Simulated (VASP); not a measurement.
# PbS in VASP: single point with PBEsol

Aim: the single point of PbS with PBEsol.

Everything below comes from runs of VASP 6.6.1. Logs are shortened: lines on timing, memory, paths and dates and some standing lists are left out, and cuts for length are marked.

### 1 The cell of the first run

The cell holds a slab with vacuum, 4 atoms: a = 4.130 Å, b = 4.130 Å, c = 11.759 Å, α = 93.75°, β = 93.75°, γ = 89.21°.

### 2 Single point, PBEsol

Input file INCAR:

```
ALGO     = Normal         # electronic algorithm
EDIFF    = 1E-6           # SCF threshold, eV
ENCUT    = 500            # plane-wave cutoff, eV
GGA      = PS             # functional
GGA_COMPAT= False        
ISIF     = 2              # what is computed and relaxed
ISMEAR   = 0              # smearing method
LASPH    = True           # aspherical terms in the spheres
LCHARG   = False          # write CHGCAR
LREAL    = False          # projectors in reciprocal space
LWAVE    = False          # write WAVECAR
NBANDS   = 28             # bands
NELM     = 120            # most SCF steps
PREC     = Accurate       # precision mode
SIGMA    = 0.01           # smearing width, eV
```

Input file KPOINTS:

```
k-points
0
Gamma
  3 3 1
```

Input file POSCAR:

```
PbS
1.0
    2.9405000000     -2.9000000000      0.0000000000
    2.9405000000      2.9000000000      0.0000000000
   -1.0800549100      0.0000000000     11.7092938500
Pb S
2 2
Direct
    0.7756000000      0.7756000000      0.6363800000
    0.2244000000      0.2244000000      0.3636200000
    0.2684000000      0.2684000000      0.5986000000
    0.7316000000      0.7316000000      0.4014000000
```

Potentials or basis: VASP PAW PBE potentials, release 64 (Pb_d, S).

The run is started by

```console
$ cat potpaw_PBE.64/Pb_d/POTCAR potpaw_PBE.64/S/POTCAR > POTCAR
$ mpirun -np 1 vasp_std > vasp.out
```

OUTCAR:

```text
EDIFF = 1E-6
   ENCUT = 500
   GGA = PS
   ISIF = 2
   ISMEAR = 0
   LASPH = True
   LREAL = False
   NELM = 120
   PREC = Accurate

 ion  position               nearest neighbor table
   1  0.776  0.776  0.636-   4 2.75   3 2.93   3 2.93   3 2.97   3 2.98
   2  0.224  0.224  0.364-   3 2.75   4 2.93   4 2.93   4 2.97   4 2.98
   3  0.268  0.268  0.599-   2 2.75   1 2.93   1 2.93   1 2.97   1 2.98
   4  0.732  0.732  0.401-   1 2.75   2 2.93   2 2.93   2 2.97   2 2.98

  LATTYP: Found a base centered monoclinic cell.
 ALAT       =     5.8810000000
 B/A-ratio  =     0.9862268322
 C/A-ratio  =     1.9994898832
 COS(beta)  =    -0.0918492142

  Lattice vectors:

 A1 = (   2.9405000000,  -2.9000000000,   0.0000000000)
 A2 = (   2.9405000000,   2.9000000000,   0.0000000000)
 A3 = (  -1.0800549100,   0.0000000000,  11.7092938500)

Analysis of symmetry for initial positions (statically):
=====================================================================
 Subroutine PRICEL returns:
 Original cell was already a primitive cell.

 Routine SETGRP: Setting up the symmetry group for a
 base centered monoclinic supercell.

 Subroutine GETGRP returns: Found  4 space group operations
 (whereof  4 operations were pure point group operations)
 out of a pool of  4 trial point group operations.

The static configuration has the point symmetry C_2h.

Analysis of symmetry for dynamics (positions and initial velocities):
=====================================================================
 Subroutine PRICEL returns:
 Original cell was already a primitive cell.

 Routine SETGRP: Setting up the symmetry group for a
 base centered monoclinic supercell.

 Subroutine GETGRP returns: Found  4 space group operations
 (whereof  4 operations were pure point group operations)
 out of a pool of  4 trial point group operations.

The dynamic configuration has the point symmetry C_2h.

 Subroutine INISYM returns: Found  4 space group operations
 (whereof  4 operations are pure point group operations),
 and found     1 'primitive' translations

----------------------------------------------------------------------------------------

                                     Primitive cell

  volume of cell :     199.7008

  direct lattice vectors                    reciprocal lattice vectors
     2.940500000 -2.900000000  0.000000000     0.170039109 -0.172413793  0.015684257
     2.940500000  2.900000000  0.000000000     0.170039109  0.172413793  0.015684257
    -1.080054910  0.000000000 11.709293850     0.000000000  0.000000000  0.085402247

  length of vectors
     4.129956447  4.129956447 11.759000003     0.242663987  0.242663987  0.085402247

  position of ions in fractional coordinates (direct lattice)
     0.775600000  0.775600000  0.636380000
     0.224400000  0.224400000  0.363620000
     0.268400000  0.268400000  0.598600000
     0.731600000  0.731600000  0.401400000

  ion indices of the primitive-cell ions
   primitive index   ion index
                 1           1
                 2           2
                 3           3
                 4           4

----------------------------------------------------------------------------------------

 KPOINTS: k-points

Automatic generation of k-mesh.
 Grid dimensions read from file:
 generate k-points for:    3    3    1

 Generating k-lattice:

  Cartesian coordinates                     Fractional coordinates (reciprocal lattice)
     0.056679703 -0.057471264  0.005228086     0.333333333  0.000000000  0.000000000
     0.056679703  0.057471264  0.005228086     0.000000000  0.333333333  0.000000000
     0.000000000  0.000000000  0.085402247     0.000000000  0.000000000  1.000000000

  Length of vectors
     0.080887996  0.080887996  0.085402247

  Shift w.r.t. Gamma in fractional coordinates (k-lattice)
     0.000000000  0.000000000  0.000000000

 Subroutine IBZKPT returns following result:
 ===========================================

 Found      4 irreducible k-points:

 Following reciprocal coordinates:
            Coordinates               Weight
  0.000000  0.000000  0.000000      1.000000
  0.333333  0.000000 -0.000000      4.000000
  0.333333  0.333333 -0.000000      2.000000
 -0.333333  0.333333  0.000000      2.000000
   k-points           NKPTS =      4   k-points in BZ     NKDIM =      4   number of bands    NBANDS=     28
   number of dos      NEDOS =    301   number of ions     NIONS =      4
   total plane-waves  NPLWV =  81000
   dimension x,y,z NGX =    30 NGY =   30 NGZ =   90
   dimension x,y,z NGXF=    60 NGYF=   60 NGZF=  180
   ions per type =               2   2
   NGX,Y,Z   is equivalent  to a cutoff of  12.08, 12.08, 12.72 a.u.
   NGXF,Y,Z  is equivalent  to a cutoff of  24.15, 24.15, 25.45 a.u.
 SYSTEM =  unknown system
   PREC   = accura    normal or accurate (medium, high low for compatibility)
   ISTART =      0    job   : 0-new  1-cont  2-samecut
   ICHARG =      2    charge: 1-file 2-atom 10-const
   ISPIN  =      1    spin polarized calculation?
   LNONCOLLINEAR =      F non collinear calculations
   LSORBIT =      F    spin-orbit coupling
   LASPH  =      T    aspherical Exc in radial PAW
   ENCUT  =  500.0 eV  36.75 Ry    6.06 a.u.   7.53  7.53 21.44*2*pi/ulx,y,z
   NELM   =    120;   NELMIN=  2; NELMDL= -5     # of ELM steps
   EDIFF  = 0.1E-05   stopping-criterion for ELM
   LREAL  =      F    real-space projection
   EDIFFG = 0.1E-04   stopping-criterion for IOM
   NSW    =      0    number of steps for IOM
   IBRION =     -1    ionic relax: 0-MD 1-quasi-New 2-CG
   NFREE  =      0    steps in history (QN), initial steepest desc. (CG)
   ISIF   =      2    stress and relaxation
   ISYM   =      2    0-nonsym 1-usesym 2-fastsym
   POTIM  = 0.5000    time-step for ionic-motion
   TEBEG  =    0.0;   TEEND  =   0.0 temperature during run
   PSTRESS=    0.0 pullay stress
   NELECT =      40.0000    total number of electrons
   NUPDOWN=      -1.0000    fix difference up-down
   EMIN   =  10.00;   EMAX   =-10.00  energy-range for DOS
   EFERMI =   0.00;   METHOD = LEGACY
   ISMEAR =     0;   SIGMA  =   0.01  broadening in eV -4-tet -1-fermi 0-gaus
   EFERMI_NEDOS =   21; number of points for ismear=-14 and -15
   IALGO  =     38    algorithm
   IMIX   =      4    mixing-type and parameters
     AMIX     =   0.40;   BMIX     =  1.00
     AMIX_MAG =   1.60;   BMIX_MAG =  1.00
  volume/ion in A,a.u.               =      49.93       336.91
  Fermi-wavevector in a.u.,A,eV,Ry     =   0.957859  1.810091 12.483259  0.917494
  Thomas-Fermi vector in A             =   2.086915
   LORBIT       =      0    0 simple, 1 ext, 2 COOP (PROOUT), +10 PAW based schemes
   GGA     = PS    functional components
   LHFCALC =     F    Hartree Fock is set to
   AEXX    =    0.0000 exact exchange contribution
   IVDW    =     0    specifies the selected vdW correction
   LEPSILON=     F    determine dielectric tensor
   LRPA    =     F    only Hartree local field effects (RPA)
 non-spin polarized calculation
 Gauss-broadening in eV      SIGMA  =   0.01
  energy-cutoff  :      500.00
  volume of cell :      199.70
 maximum number of plane-waves:      5085
 NGX is ok and might be reduce to    30
   NGX = 15   NGY = 15   NGZ = 43

 number of electron      40.0000012 magnetization

 Free energy of the ion-electron system (eV)
  ---------------------------------------------------
  ext. energy  EPLUGINS =         0.00000000
  ---------------------------------------------------
  free energy    TOTEN  =       -18.42345257 eV

  energy without entropy =      -18.42345257  energy(sigma->0) =      -18.42345257

 E-fermi :   0.6892     XC(G=0):  -5.9553

 val. band max:        0.6450718049   @ k =   0.0000   0.0000   0.0000
 cond. band min:       1.9925427930   @ k =   0.0000   0.0000   0.0000
 fundamental gap:      1.3474709881
 Fermi energy:         0.6891504176

 k-point     1 :       0.0000    0.0000    0.0000
  band No.  band energies     occupation
      1     -15.6612      2.00000
      2     -15.5739      2.00000
      3     -15.5674      2.00000
      4     -15.5584      2.00000
      5     -15.5352      2.00000
      6     -15.5301      2.00000
[... 20 lines left out ...]
     27       6.9008      0.00000
     28       7.1481      0.00000

 k-point     2 :       0.3333    0.0000   -0.0000
  band No.  band energies     occupation
      1     -15.6195      2.00000
      2     -15.5780      2.00000
      3     -15.5459      2.00000
      4     -15.5403      2.00000
      5     -15.5396      2.00000
      6     -15.5340      2.00000
[... 20 lines left out ...]
     27       5.8842      0.00000
     28       7.1937      0.00000

 k-point     3 :       0.3333    0.3333   -0.0000
  band No.  band energies     occupation
      1     -15.6340      2.00000
      2     -15.6166      2.00000
      3     -15.5518      2.00000
      4     -15.5467      2.00000
      5     -15.5453      2.00000
      6     -15.5351      2.00000
[... 20 lines left out ...]
     27       6.3580      0.00000
     28       7.7327      0.00000

 k-point     4 :      -0.3333    0.3333    0.0000
  band No.  band energies     occupation
      1     -15.6337      2.00000
      2     -15.6118      2.00000
      3     -15.5525      2.00000
      4     -15.5512      2.00000
      5     -15.5411      2.00000
      6     -15.5334      2.00000
[... 20 lines left out ...]
     27       6.3627      0.00000
     28       7.6214      0.00000

------------------------ aborting loop because EDIFF is reached ----------------------------------------

  FORCE on cell =-STRESS in cart. coord.  units (eV):
  Direction    XX          YY          ZZ          XY          YZ          ZX
  --------------------------------------------------------------------------------------
  -------------------------------------------------------------------------------------
  Total       -1.3561234     -0.2763833     -2.2292988      0.0000000      0.0000000     -0.0068593
  in kB      -10.8800253     -2.2173924    -17.8854134      0.0000000      0.0000000     -0.0550317
  external PRESSURE =     -10.3276104 kB  Pullay stress =       0.0000000 kB

 VOLUME and BASIS-vectors are now :
 -----------------------------------------------------------------------------
  energy-cutoff  :      500.00
  volume of cell :      199.70
      direct lattice vectors                 reciprocal lattice vectors
     2.940500000 -2.900000000  0.000000000     0.170039109 -0.172413793  0.015684257
     2.940500000  2.900000000  0.000000000     0.170039109  0.172413793  0.015684257
    -1.080054910  0.000000000 11.709293850     0.000000000  0.000000000  0.085402247

 POSITION                                       TOTAL-FORCE (eV/Angst)
 -----------------------------------------------------------------------------------
      3.87398      0.00000      7.45156        -0.001369      0.000000     -0.738305
      0.92697      0.00000      4.25773         0.001369      0.000000      0.738305
      0.93194      0.00000      7.00918        -0.003713      0.000000      0.085256
      3.86901      0.00000      4.70011         0.003713      0.000000     -0.085256
 -----------------------------------------------------------------------------------
    total drift:                               -0.000000     -0.000000      0.000000

  FREE ENERGIE OF THE ION-ELECTRON SYSTEM (eV)
  ---------------------------------------------------
  free  energy   TOTEN  =       -18.4234525709 eV

  energy  without entropy=      -18.4234525709  energy(sigma->0) =      -18.42345257
```

Wall time 38 s (1 thread of AMD EPYC 7R43 (Zen 3), shared host); peak memory 0.21 GiB.

What came out:

- Free energy: -18.4235 eV
- Largest force: 0.738 eV/Å
- Band gap on the k mesh: 1.35 eV

Forces in eV/Å, atoms in the order of the input:
```
Pb  -0.001  0.000 -0.738
Pb   0.001  0.000  0.738
S   -0.004  0.000  0.085
S    0.004  0.000 -0.085
```

Levels at points of the mesh, in eV from the valence-band top:
```tsv
k point	band 17	band 18	band 19	band 20	band 21	band 22	band 23	band 24
(0.00, 0.00, 0.00)	-2.45	-1.45	-1.33	0.00	1.35	3.10	4.84	5.13
```

Caveat: the k points lie up to 0.51 Å⁻¹ apart; the PAW data sets were made with another functional, which shifts forces and pressure a little; spin-orbit coupling is left out, which moves the levels of the heavy elements.
